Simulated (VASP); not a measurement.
# Ta (Im-3m) in VASP: notebook

Ta is run at these levels: r2SCAN; tasks: relaxation of cell and atoms.

Program: VASP 6.6.1. These are calculated values, not measurements. Logs are shortened: lines on timing, memory, paths and dates and some standing lists are left out, and cuts for length are marked.

### 1 The cell of the first run

The structure is cubic, space group Im-3m (No. 229). The conventional cell has a = 3.113 Å, b = 3.113 Å, c = 3.113 Å, α = 90.00°, β = 90.00°, γ = 90.00°. Ta (site symmetry m-3m) has 14 Ta at 2.70 to 3.11 Å within 3.6 Å.

### 2 Relaxation of cell and atoms, r2SCAN, target pressure 50.2 GPa, at which the enthalpy is minimised

POSCAR

```
Ta
1.0
   -1.5566031478      1.5566031478      1.5566031478
    1.5566031478     -1.5566031478      1.5566031478
    1.5566031478      1.5566031478     -1.5566031478
Ta
1
Direct
    0.0000000000      0.0000000000      0.0000000000
```

INCAR.step1

```
SYSTEM = Ta
ALGO = Normal
EDIFF = 1E-4
ENCUT = 600
GGA = PE
ISMEAR = 0
LASPH = .TRUE.
LCHARG = .FALSE.
LREAL = .FALSE.
LWAVE = .TRUE.
NELM = 60
PREC = Accurate
SIGMA = 0.1
```

INCAR.step2

```
SYSTEM = Ta
ALGO = Normal
EDIFF = 1E-7
EDIFFG = -0.05
ENCUT = 600
IBRION = 2
ISIF = 3
ISMEAR = 0
ISTART = 1
LASPH = .TRUE.
LCHARG = .FALSE.
LMIXTAU = .TRUE.
LREAL = .FALSE.
LWAVE = .FALSE.
METAGGA = R2SCAN
NELM = 60
NSW = 80
PREC = Accurate
PSTRESS = 502.0
SIGMA = 0.1
```

KPOINTS

```
k-points
0
G
  8 8 8
  0 0 0
```

Potentials or basis: VASP PAW PBE potentials, release 64 (Ta_pv).

Launch:

```sh
$ cat potpaw_PBE.64/Ta_pv/POTCAR > POTCAR
$ cp INCAR.step1 INCAR
$ mpirun -np 1 vasp_std > vasp.out
$ cp INCAR.step2 INCAR
$ mpirun -np 1 vasp_std > vasp.out
```

OUTCAR:

```text
SYSTEM = Ta
   EDIFF = 1E-7
   EDIFFG = -0.05
   ENCUT = 600
   IBRION = 2
   ISIF = 3
   ISMEAR = 0
   ISTART = 1
   LASPH = .TRUE.
   LREAL = .FALSE.
   METAGGA = R2SCAN
   NELM = 60
   NSW = 80
   PREC = Accurate
   PSTRESS = 502.0

 ion  position               nearest neighbor table
   1  0.000  0.000  0.000-

  LATTYP: Found a body centered cubic cell.
 ALAT       =     3.1132062956

  Lattice vectors:

 A1 = (  -1.5566031478,   1.5566031478,   1.5566031478)
 A2 = (   1.5566031478,  -1.5566031478,   1.5566031478)
 A3 = (   1.5566031478,   1.5566031478,  -1.5566031478)

Analysis of symmetry for initial positions (statically):
=====================================================================
 Subroutine PRICEL returns:
 Original cell was already a primitive cell.

 Routine SETGRP: Setting up the symmetry group for a
 body centered cubic supercell.

 Subroutine GETGRP returns: Found 48 space group operations
 (whereof 48 operations were pure point group operations)
 out of a pool of 48 trial point group operations.

The static configuration has the point symmetry O_h .

Analysis of symmetry for dynamics (positions and initial velocities):
=====================================================================
 Subroutine PRICEL returns:
 Original cell was already a primitive cell.

 Routine SETGRP: Setting up the symmetry group for a
 body centered cubic supercell.

 Subroutine GETGRP returns: Found 48 space group operations
 (whereof 48 operations were pure point group operations)
 out of a pool of 48 trial point group operations.

The dynamic configuration has the point symmetry O_h .

 Subroutine INISYM returns: Found 48 space group operations
 (whereof 48 operations are pure point group operations),
 and found     1 'primitive' translations

----------------------------------------------------------------------------------------

                                     Primitive cell

  volume of cell :      15.0867

  direct lattice vectors                    reciprocal lattice vectors
    -1.556603148  1.556603148  1.556603148     0.000000000  0.321212250  0.321212250
     1.556603148 -1.556603148  1.556603148     0.321212250  0.000000000  0.321212250
     1.556603148  1.556603148 -1.556603148     0.321212250  0.321212250  0.000000000

  length of vectors
     2.696115739  2.696115739  2.696115739     0.454262721  0.454262721  0.454262721

  position of ions in fractional coordinates (direct lattice)
     0.000000000  0.000000000  0.000000000

  ion indices of the primitive-cell ions
   primitive index   ion index
                 1           1

----------------------------------------------------------------------------------------

 KPOINTS: k-points

Automatic generation of k-mesh.
 Grid dimensions read from file:
 generate k-points for:    8    8    8

 Generating k-lattice:

  Cartesian coordinates                     Fractional coordinates (reciprocal lattice)
     0.000000000  0.040151531  0.040151531     0.125000000  0.000000000  0.000000000
     0.040151531  0.000000000  0.040151531     0.000000000  0.125000000  0.000000000
     0.040151531  0.040151531  0.000000000     0.000000000  0.000000000  0.125000000

  Length of vectors
     0.056782840  0.056782840  0.056782840

  Shift w.r.t. Gamma in fractional coordinates (k-lattice)
     0.000000000  0.000000000  0.000000000

 Subroutine IBZKPT returns following result:
 ===========================================

 Found     29 irreducible k-points:

 Following reciprocal coordinates:
            Coordinates               Weight
  0.000000  0.000000  0.000000      1.000000
  0.125000  0.000000  0.000000     12.000000
  0.250000  0.000000  0.000000     12.000000
  0.375000  0.000000  0.000000     12.000000
  0.500000  0.000000  0.000000      6.000000
  0.125000  0.125000  0.000000     24.000000
[... 16 lines left out ...]
 -0.250000  0.250000  0.250000      6.000000
 -0.375000  0.375000  0.250000     24.000000
 [... further k-points ...]
   k-points           NKPTS =     29   k-points in BZ     NKDIM =     29   number of bands    NBANDS=      9
   number of dos      NEDOS =    301   number of ions     NIONS =      1
   total plane-waves  NPLWV =  13824
   dimension x,y,z NGX =    24 NGY =   24 NGZ =   24
   dimension x,y,z NGXF=    48 NGYF=   48 NGZF=   48
   ions per type =               1
   NGX,Y,Z   is equivalent  to a cutoff of  14.80, 14.80, 14.80 a.u.
   NGXF,Y,Z  is equivalent  to a cutoff of  29.60, 29.60, 29.60 a.u.
 SYSTEM =  Ta
   PREC   = accura    normal or accurate (medium, high low for compatibility)
   ISTART =      1    job   : 0-new  1-cont  2-samecut
   ICHARG =      0    charge: 1-file 2-atom 10-const
   ISPIN  =      1    spin polarized calculation?
   LNONCOLLINEAR =      F non collinear calculations
   LSORBIT =      F    spin-orbit coupling
   LASPH  =      T    aspherical Exc in radial PAW
   ENCUT  =  600.0 eV  44.10 Ry    6.64 a.u.   5.38  5.38  5.38*2*pi/ulx,y,z
   NELM   =     60;   NELMIN=  2; NELMDL=  0     # of ELM steps
   EDIFF  = 0.1E-06   stopping-criterion for ELM
   LREAL  =      F    real-space projection
   EDIFFG = -.5E-01   stopping-criterion for IOM
   NSW    =     80    number of steps for IOM
   IBRION =      2    ionic relax: 0-MD 1-quasi-New 2-CG
   NFREE  =      1    steps in history (QN), initial steepest desc. (CG)
   ISIF   =      3    stress and relaxation
   ISYM   =      2    0-nonsym 1-usesym 2-fastsym
   POTIM  = 0.5000    time-step for ionic-motion
   TEBEG  =    0.0;   TEEND  =   0.0 temperature during run
   PSTRESS=  502.0 pullay stress
   NELECT =      11.0000    total number of electrons
   NUPDOWN=      -1.0000    fix difference up-down
   EMIN   =  10.00;   EMAX   =-10.00  energy-range for DOS
   EFERMI =   0.00;   METHOD = LEGACY
   ISMEAR =     0;   SIGMA  =   0.10  broadening in eV -4-tet -1-fermi 0-gaus
   EFERMI_NEDOS =   21; number of points for ismear=-14 and -15
   IALGO  =     38    algorithm
   IMIX   =      4    mixing-type and parameters
     AMIX     =   0.40;   BMIX     =  1.00
     AMIX_MAG =   1.60;   BMIX_MAG =  1.00
  volume/ion in A,a.u.               =      15.09       101.81
  Fermi-wavevector in a.u.,A,eV,Ry     =   1.473470  2.784454 29.539778  2.171112
  Thomas-Fermi vector in A             =   2.588359
   LORBIT       =      0    0 simple, 1 ext, 2 COOP (PROOUT), +10 PAW based schemes
   METAGGA = R2SCAN    functional components
   LHFCALC =     F    Hartree Fock is set to
   AEXX    =    0.0000 exact exchange contribution
   IVDW    =     0    specifies the selected vdW correction
   LEPSILON=     F    determine dielectric tensor
   LRPA    =     F    only Hartree local field effects (RPA)
 conjugate gradient relaxation of ions
 non-spin polarized calculation
 Gauss-broadening in eV      SIGMA  =   0.10
  energy-cutoff  :      600.00
  volume of cell :       15.09
 maximum number of plane-waves:       531
 NGX is ok and might be reduce to    24
   NGX = 11   NGY = 11   NGZ = 11

--------------------------------------- Ionic step        1  -------------------------------------------

 number of electron      10.9999999 magnetization

 Free energy of the ion-electron system (eV)
  ---------------------------------------------------
  ext. energy  EPLUGINS =         0.00000000
  ---------------------------------------------------
  free energy    TOTEN  =       -48.20843664 eV

  energy without entropy =      -48.20461509  energy(sigma->0) =      -48.20652587

------------------------ aborting loop because EDIFF is reached ----------------------------------------

  FORCE on cell =-STRESS in cart. coord.  units (eV):
  Direction    XX          YY          ZZ          XY          YZ          ZX
  --------------------------------------------------------------------------------------
  -------------------------------------------------------------------------------------
  Total        4.8476121      4.8476121      4.8476121     -0.0000000      0.0000000     -0.0000000
  in kB      514.8073522    514.8073522    514.8073522     -0.0000000      0.0000000     -0.0000000
  external PRESSURE =      12.8073522 kB  Pullay stress =     502.0000000 kB
[... 59 lines left out ...]
  enthalpy is  TOTEN    =       -43.4777821062 eV   P V=        4.8099996921

--------------------------------------- Ionic step        3  -------------------------------------------

 number of electron      10.9999999 magnetization

 Free energy of the ion-electron system (eV)
  ---------------------------------------------------
  ext. energy  EPLUGINS =         0.00000000
  ---------------------------------------------------
  free energy    TOTEN  =       -48.22365674 eV

  energy without entropy =      -48.21994352  energy(sigma->0) =      -48.22180013

 E-fermi :   6.6766     XC(G=0): -14.8193

 val. band max:        6.6276909510   @ k =   0.2500   0.0000   0.0000
 cond. band min:       6.7049355026   @ k =  -0.2500   0.2500   0.1250
 fundamental gap:      0.0772445516
 Fermi energy:         6.6765513592

 k-point     1 :       0.0000    0.0000    0.0000
  band No.  band energies     occupation
      1     -26.6767      2.00000
      2     -26.6767      2.00000
      3     -26.6767      2.00000
      4      -2.1154      2.00000
      5       7.6140      0.00000
      6       7.6140      0.00000
      7       7.6140      0.00000
      8      11.7406      0.00000
      9      11.7406      0.00000
[... 265 lines left out ...]
 k-point    24 :      -0.3750    0.3750    0.2500
  band No.  band energies     occupation
      1     -28.2662      2.00000
      2     -27.6380      2.00000
      3     -27.4621      2.00000
      4       3.3832      2.00000
      5       4.1283      2.00000
      6       8.3094      0.00000
      7       9.2229      0.00000
      8      13.6238      0.00000
      9      14.1721      0.00000

 [... further k-points ...]
[... 5 lines left out ...]
  --------------------------------------------------------------------------------------
  -------------------------------------------------------------------------------------
  Total        4.7420946      4.7420946      4.7420946     -0.0000000     -0.0000000      0.0000000
  in kB      502.0052152    502.0052152    502.0052152     -0.0000000     -0.0000000      0.0000000
  external PRESSURE =       0.0052152 kB  Pullay stress =     502.0000000 kB
[... 16 lines left out ...]
  FREE ENERGIE OF THE ION-ELECTRON SYSTEM (eV)
  ---------------------------------------------------
  free  energy   TOTEN  =       -48.2236567398 eV

  energy  without entropy=      -48.2199435221  energy(sigma->0) =      -48.22180013

  enthalpy is  TOTEN    =       -43.4816114214 eV   P V=        4.7420453184

 reached required accuracy - stopping structural energy minimisation
```

Wall time 57 s (1 thread of AMD EPYC 7R13 (Zen 3), shared host); peak memory 0.12 GiB.

What came out:

- Free energy: -48.2237 eV
- Relaxed volume: 15.13 Å³/atom
- Relaxed cell: a = 2.699 Å, b = 2.699 Å, c = 2.699 Å, α = 109.47°, β = 109.47°, γ = 109.47°
- Space group after relaxing (to 0.1 Å): Im-3m (No. 229)
- Energy change on relaxing (the run minimises the enthalpy): -15.2 meV/atom
- Ionic steps: 3
- Pressure after relaxing: 50.2 GPa
- Band gap on the k mesh: zero (an odd number of electrons rules out a gap without spin polarisation)

The path:
```csv
step,energy change (eV),largest force (eV/Å),pressure (GPa),volume (Å³)
1,0.0000,0.0000,51.48,15.09
2,-0.0793,0.0000,44.62,15.35
3,-0.0152,0.0000,50.20,15.13
```

Final structure:
```xyz
1
Lattice="-1.5583 1.5583 1.5583 1.5583 -1.5583 1.5583 1.5583 1.5583 -1.5583" Properties=species:S:1:pos:R:3 pbc="T T T"
Ta    0.0000    0.0000    0.0000
```

Caveat: the cell is relaxed towards a set pressure, so the run minimises the enthalpy, not the energy; the PAW data sets were made with another functional, which shifts forces and pressure a little; spin-orbit coupling is left out, which moves the levels of the heavy elements.

### 3 Relaxation of cell and atoms, r2SCAN, target pressure 20.8 GPa, at which the enthalpy is minimised

This run uses another cell than the first one, of 16.41 Å³/atom.

POSCAR

```
Ta
1.0
   -1.6008425121      1.6008425121      1.6008425121
    1.6008425121     -1.6008425121      1.6008425121
    1.6008425121      1.6008425121     -1.6008425121
Ta
1
Direct
    0.0000000000      0.0000000000      0.0000000000
```

INCAR.step1

```
SYSTEM = Ta
ALGO     = Normal         ! electronic algorithm
EDIFF    = 1E-4           ! SCF threshold, eV
ENCUT    = 600            ! plane-wave cutoff, eV
GGA      = PE             ! functional
ISMEAR   = 0              ! smearing method
LASPH    = .True.         ! aspherical terms in the spheres
LCHARG   = .False.        ! write CHGCAR
LREAL    = .False.        ! projectors in reciprocal space
LWAVE    = .True.         ! write WAVECAR
NELM     = 100            ! most SCF steps
PREC     = Accurate       ! precision mode
SIGMA    = 0.1            ! smearing width, eV
```

INCAR.step2

```
SYSTEM = Ta
ALGO     = Normal         ! electronic algorithm
EDIFF    = 1E-6           ! SCF threshold, eV
EDIFFG   = -0.05          ! ionic threshold
ENCUT    = 600            ! plane-wave cutoff, eV
IBRION   = 2              ! ionic algorithm
ISIF     = 3              ! what is computed and relaxed
ISMEAR   = 0              ! smearing method
ISTART   = 1            
LASPH    = .True.         ! aspherical terms in the spheres
LCHARG   = .False.        ! write CHGCAR
LMIXTAU  = .True.       
LREAL    = .False.        ! projectors in reciprocal space
LWAVE    = .False.        ! write WAVECAR
METAGGA  = R2SCAN         ! meta-GGA
NELM     = 100            ! most SCF steps
NSW      = 80             ! ionic steps
PREC     = Accurate       ! precision mode
PSTRESS  = 208.0        
SIGMA    = 0.1            ! smearing width, eV
```

KPOINTS

```
k-points
0
Gamma
  8 8 8
  0 0 0
```

Potentials or basis: VASP PAW PBE potentials, release 64 (Ta_pv).

Launch:

```sh
$ cat potpaw_PBE.64/Ta_pv/POTCAR > POTCAR
$ cp INCAR.step1 INCAR
$ mpirun -np 1 vasp_std > vasp.out
$ cp INCAR.step2 INCAR
$ mpirun -np 1 vasp_std > vasp.out
```

Wall time 50 s (1 thread of AMD EPYC 7R13 (Zen 3), shared host); peak memory 0.12 GiB.

It converged, with:

| Item | Value |
| --- | --- |
| Free energy | -48.5106 eV |
| Relaxed volume | 16.46 Å³/atom |
| Relaxed cell | a = 2.776 Å, b = 2.776 Å, c = 2.776 Å, α = 109.47°, β = 109.47°, γ = 109.47° |
| Space group after relaxing (to 0.1 Å) | Im-3m (No. 229) |
| Energy change on relaxing (the run minimises the enthalpy) | -7.0 meV/atom |
| Ionic steps | 3 |
| Pressure after relaxing | 20.8 GPa |
| Band gap on the k mesh | zero (an odd number of electrons rules out a gap without spin polarisation) |

Step by step:
```csv
step,energy change (eV),largest force (eV/Å),pressure (GPa),volume (Å³)
1,0.0000,0.0000,21.77,16.41
2,-0.0290,0.0000,17.55,16.65
3,-0.0070,0.0000,20.81,16.46
```

Final structure:
```
Ta
1.0
    -1.60256    1.60256    1.60256
     1.60256   -1.60256    1.60256
     1.60256    1.60256   -1.60256
Ta
1
Direct
  0.00000 0.00000 0.00000
```

Levels at points of the mesh, in eV from the Fermi level:
```
           k point  band 1  band 2  band 3  band 4  band 5  band 6  band 7  band 8  band 9
(0.00, 0.00, 0.00)  -33.79  -33.79  -33.79   -8.63    0.87    0.87    0.87    4.68    4.68
(0.50, 0.00, 0.00)  -35.44  -34.31  -33.81   -4.96   -1.83    2.00    4.63    5.81    9.06
(0.50, 0.50, 0.50)  -34.92  -34.92  -34.92   -4.51   -4.51    7.93    7.93    7.93    9.98
```

Caveat: the cell is relaxed towards a set pressure, so the run minimises the enthalpy, not the energy; the PAW data sets were made with another functional, which shifts forces and pressure a little; spin-orbit coupling is left out, which moves the levels of the heavy elements. Zero-point motion and thermal expansion aren't in these numbers.

The gap in the log of VASP goes by the Fermi energy; the results here count the filled bands.